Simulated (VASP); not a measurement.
# AlGa3N4 (P-42m) in VASP: notebook, part 2 of 2

VASP 6.6.1. The steps go on from the part before.

## Step 4: Single point, r2SCAN (biaxial strain in the a-b plane: -1.5 %, then relaxed in part)

Contents of POSCAR:

```
AlGa3N4
1.0
    4.3983642784      0.0000000000      0.0000000000
    0.0000000000      4.3983642784      0.0000000000
    0.0000000000      0.0000000000      4.5353045008
Al Ga N
1 3 4
Direct
    0.0000000000      0.0000000000      0.0000000000
    0.5000000000      0.5000000000      0.0000000000
    0.5000000000      0.0000000000      0.5000000000
    0.0000000000      0.5000000000      0.5000000000
    0.7554792181      0.7554792181      0.2448487803
    0.7554792181      0.2445207819      0.7551512197
    0.2445207819      0.7554792181      0.7551512197
    0.2445207819      0.2445207819      0.2448487803
```

Contents of INCAR.step1:

```
ALGO = Normal ; EDIFF = 1E-4
ENCUT = 520 ; GGA = PE
ISMEAR = 0 ; LASPH = True
LCHARG = False ; LREAL = False
LWAVE = True ; NBANDS = 41
NELM = 60 ; PREC = Accurate
SIGMA = 0.02
```

Contents of INCAR.step2:

```
ALGO = Normal ; EDIFF = 1E-6
ENCUT = 520 ; ISIF = 2
ISMEAR = 0 ; ISTART = 1
LASPH = True ; LCHARG = False
LMIXTAU = True ; LREAL = False
LWAVE = False ; METAGGA = R2SCAN
NBANDS = 41 ; NELM = 60
PREC = Accurate ; SIGMA = 0.02
```

Contents of KPOINTS:

```
k-points
0
Gamma
  6 6 6
```

Command:

```console
$ cat potpaw_PBE.64/Al/POTCAR potpaw_PBE.64/Ga_d/POTCAR potpaw_PBE.64/N/POTCAR > POTCAR
$ cp INCAR.step1 INCAR
$ mpirun -np 1 vasp_std > vasp.out
$ cp INCAR.step2 INCAR
$ mpirun -np 1 vasp_std > vasp.out
```

Wall time 4 min (1 thread of Intel Xeon 6975P-C (Granite Rapids), shared host); peak memory 0.29 GiB.

It converged, with:

- Free energy: -84.8219 eV
- Pressure: 3.7 GPa
- Largest force: 0.081 eV/Å
- Band gap on the k mesh: 2.87 eV

Forces on the atoms (eV/Å):
```
Al   0.000  0.000  0.000
Ga   0.000  0.000  0.000
Ga   0.000  0.000  0.000
Ga   0.000  0.000  0.000
N    0.047  0.047 -0.048
N    0.047 -0.047  0.048
N   -0.047  0.047  0.048
N   -0.047 -0.047 -0.048
```

Stress tensor (GPa, compression positive):
```
5.22 0.00 0.00
0.00 5.22 0.00
0.00 0.00 0.74
```

Levels at points of the mesh, in eV from the valence-band top:
```
           k point  band 28  band 29  band 30  band 31  band 32  band 33  band 34  band 35
(0.00, 0.00, 0.00)    -2.45    -0.14     0.00     0.00     2.87     3.83     3.83     4.02
(0.50, 0.00, 0.00)    -1.69    -1.62    -1.36    -1.29     5.49     5.61     6.85     6.88
(0.50, 0.50, 0.00)    -0.92    -0.91    -0.91    -0.54     7.43     7.65     7.65     8.07
(0.00, 0.00, 0.50)    -1.49    -1.49    -1.16    -1.16     5.43     5.51     6.61     6.61
(0.50, 0.00, 0.50)    -1.14    -1.14    -1.09    -0.74     7.34     7.53     7.55     7.91
(0.50, 0.50, 0.50)    -0.76    -0.76    -0.69    -0.62     5.61     5.61     5.63     6.95
```

Caveat: the cell differs from its parent crystal (biaxial strain in the a-b plane: -1.5 %, then relaxed in part); the cell stands under pressure; the PAW data sets were made with another functional, which shifts forces and pressure a little.

## Step 5: Single point, r2SCAN

This run uses another cell than the first one, of 11.03 Å³/atom.

Contents of POSCAR:

```
AlGa3N4
1.0
    4.3313841192      0.0000000000      0.0000000000
    0.0000000000      4.5139338547      0.0000000000
    0.0000000000      0.0000000000      4.5139338547
Al Ga N
1 3 4
Direct
    0.0000000000      0.0000000000      0.0000000000
    0.5000000000      0.5000000000      0.0000000000
    0.5000000000      0.0000000000      0.5000000000
    0.0000000000      0.5000000000      0.5000000000
    0.7556950751      0.7552042816      0.2447957184
    0.7556950751      0.2447957184      0.7552042816
    0.2443049249      0.7552042816      0.7552042816
    0.2443049249      0.2447957184      0.2447957184
```

Contents of INCAR.step1:

```
SYSTEM = AlGa3N4
ALGO     = Normal         ! electronic algorithm
EDIFF    = 1E-4           ! SCF threshold, eV
ENCUT    = 520            ! plane-wave cutoff, eV
GGA      = PE             ! functional
ISMEAR   = 0              ! smearing method
LASPH    = .True.         ! aspherical terms in the spheres
LCHARG   = .False.        ! write CHGCAR
LREAL    = .False.        ! projectors in reciprocal space
LWAVE    = .True.         ! write WAVECAR
NBANDS   = 41             ! bands
NELM     = 60             ! most SCF steps
PREC     = Accurate       ! precision mode
SIGMA    = 0.02           ! smearing width, eV
```

Contents of INCAR.step2:

```
SYSTEM = AlGa3N4
ALGO     = Normal         ! electronic algorithm
EDIFF    = 1E-7           ! SCF threshold, eV
ENCUT    = 520            ! plane-wave cutoff, eV
ISIF     = 2              ! what is computed and relaxed
ISMEAR   = 0              ! smearing method
ISTART   = 1            
LASPH    = .True.         ! aspherical terms in the spheres
LCHARG   = .True.         ! write CHGCAR
LELF     = .True.         ! ELF
LMIXTAU  = .True.       
LREAL    = .False.        ! projectors in reciprocal space
LVHAR    = .True.       
LWAVE    = .False.        ! write WAVECAR
METAGGA  = R2SCAN         ! meta-GGA
NBANDS   = 41             ! bands
NELM     = 60             ! most SCF steps
PREC     = Accurate       ! precision mode
SIGMA    = 0.02           ! smearing width, eV
```

Contents of KPOINTS:

```
k-points
0
Gamma
  6 6 6
  0 0 0
```

Command:

```console
$ cat potpaw_PBE.64/Al/POTCAR potpaw_PBE.64/Ga_d/POTCAR potpaw_PBE.64/N/POTCAR > POTCAR
$ cp INCAR.step1 INCAR
$ mpirun -np 1 vasp_std > vasp.out
$ cp INCAR.step2 INCAR
$ mpirun -np 1 vasp_std > vasp.out
```

Run time: 8.5 min. Hardware: 1 thread of Intel Xeon Platinum 8259CL at 2.50GHz (Skylake/Cascade Lake), shared host; peak memory 0.28 GiB.

It converged, with:

* Free energy: -84.8159 eV
* Pressure: 2.4 GPa
* Largest force: 0.081 eV/Å
* Band gap on the k mesh: 2.76 eV

Forces in eV/Å, atoms in the order of the input:
```
Al   0.000  0.000  0.000
Ga   0.000  0.000  0.000
Ga   0.000  0.000  0.000
Ga   0.000  0.000  0.000
N    0.046  0.047 -0.047
N    0.046 -0.047  0.047
N   -0.046  0.047  0.047
N   -0.046 -0.047 -0.047
```

Stress tensor (GPa, compression positive):
```
5.66 0.00 0.00
0.00 0.71 0.00
0.00 0.00 0.71
```

Levels at points of the mesh, in eV from the valence-band top:
```tsv
k point	band 29	band 30	band 31	band 32	band 33	band 34
(0.00, 0.00, 0.00)	-0.17	-0.17	0.00	2.76	3.67	3.91
(0.50, 0.00, 0.00)	-1.80	-1.47	-1.47	5.46	5.60	6.95
(0.00, 0.50, 0.00)	-1.54	-1.30	-1.21	5.35	5.43	6.57
(0.50, 0.50, 0.00)	-1.03	-0.99	-0.65	7.28	7.48	7.51
(0.00, 0.50, 0.50)	-1.28	-1.28	-0.90	7.18	7.37	7.37
(0.50, 0.50, 0.50)	-0.72	-0.68	-0.68	5.47	5.49	5.49
```

Caveat: the PAW data sets were made with another functional, which shifts forces and pressure a little.

## Step 6: Overview

```tsv
cell	gap on the mesh (eV)	pressure (GPa)	largest force (eV/Å)
a = 4.331, b = 4.331, c = 4.546 Å, 8 atoms, atomic positions A	3.04	10.1	0.09
a = 4.398, b = 4.398, c = 4.506 Å, 8 atoms, atomic positions B	2.93	5.2	0.09
a = 4.398, b = 4.398, c = 4.535 Å, 8 atoms, atomic positions A	2.87	3.7	0.08
a = 4.331, b = 4.514, c = 4.514 Å, 8 atoms, atomic positions C	2.76	2.4	0.08
```

Alike in all rows: task single point; level r2SCAN; potentials or basis VASP PAW PBE potentials, release 64 (Al, Ga_d, N); no spin polarisation; k mesh 6 × 6 × 6; cutoff (eV) 520; smearing gaussian 0.02 eV.

Caveats: the PAW data sets were made with another functional, which shifts forces and pressure a little; the cell stands under pressure (at least some runs); the stress differs along the axes, from 5 to 12 GPa (at least some runs).

Total energies depend on the potentials used, so only differences within one code and one set of settings carry meaning.
